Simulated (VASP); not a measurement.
# KP4Ru: single point with PBE

Crystal: KP4Ru.

```
K P Ru
1.0
     3.67155    0.00000    0.00000
     0.00000    3.67155    0.00000
     0.00000    0.00000    8.78573
K P Ru
1 4 1
Cartesian
  0.0000 0.0000 0.0000
  1.8358 0.0000 2.7776
  0.0000 1.8358 6.0082
  1.8358 0.0000 6.0082
  0.0000 1.8358 2.7776
  1.8358 1.8358 4.3929
```

```
Program             : VASP 6.6.1
Task                : single point
Functional          : PBE
Potentials or basis : VASP PAW PBE potentials, release 64 (K_sv, P, Ru_pv)
Cutoff              : 520 eV
k mesh              : 10 × 10 × 6
Occupations         : gaussian, width 0.1 eV
Spin                : no spin polarisation
```

```json
{
  "Pressure": "-0.1 GPa",
  "Largest force": "0.016 eV/Å",
  "Band gap on the k mesh": "zero (an odd number of electrons rules out a gap without spin polarisation)"
}
```

Forces in eV/Å, atoms in the order of the input:
```
K    0.000  0.000  0.000
P    0.000  0.000  0.016
P    0.000  0.000 -0.016
P    0.000  0.000 -0.016
P    0.000  0.000  0.016
Ru   0.000  0.000  0.000
```

Levels at points of the mesh, in eV from the Fermi level:
```
           k point  band 19  band 20  band 21  band 22  band 23  band 24  band 25  band 26
(0.00, 0.00, 0.00)    -2.00    -1.29     0.31     0.31     1.20     2.38     3.31     3.82
(0.50, 0.00, 0.00)    -1.05    -1.02    -0.84     0.02     0.33     0.63     0.97     2.68
(0.50, 0.50, 0.00)    -2.17    -1.56    -1.38    -0.42     1.78     3.07     3.07     4.68
(0.00, 0.00, 0.50)    -1.93    -1.29     0.38     0.38     1.92     2.00     3.31     3.51
(0.50, 0.00, 0.50)    -1.02    -0.94    -0.79     0.09     0.34     0.46     0.91     2.62
(0.50, 0.50, 0.50)    -2.31    -1.56    -1.24    -0.41     2.45     3.20     3.27     3.27
```

Wall time 3.1 min on 1 thread of AMD EPYC 9R45 (Zen 5), on a shared host, peak memory 0.38 GiB.
